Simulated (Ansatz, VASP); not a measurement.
# LiCl: VASP beside Ansatz

```
Li Cl
1.0
     0.04124    2.59727    2.59727
     2.59727    0.04124    2.59727
     2.59727    2.59727    0.04124
Li Cl
1 1
Cartesian
  0.0000 0.0000 0.0000
  2.6179 2.6179 2.6179
```

Change from the starting cell: shear_111 strain +2.4%.

Alike in both runs: task single point; functional HSE06; k mesh 6 × 6 × 6; no spin polarisation.

|  | VASP | Ansatz |
| --- | --- | --- |
| version | VASP 6.6.1 | Ansatz 0.2.0 |
| potentials or method | VASP PAW PBE potentials, release 64 (Li_sv, Cl) | plane waves, PAW |
| plane-wave cutoff (eV) | 520 | 420 |
| occupations | gaussian, width 0.01 eV | fixed |
| valence electrons in the cell | 10 | 10 |

```csv
,VASP,Ansatz,Ansatz less VASP
gap on the k mesh at the Fermi level (eV),7.59,7.59,-0.006
```

Ansatz's warnings: stress exchange threshold loose, stress scf threshold loose.

Noted on VASP's run: the cutoff is short for stress, so the pressure is rough.
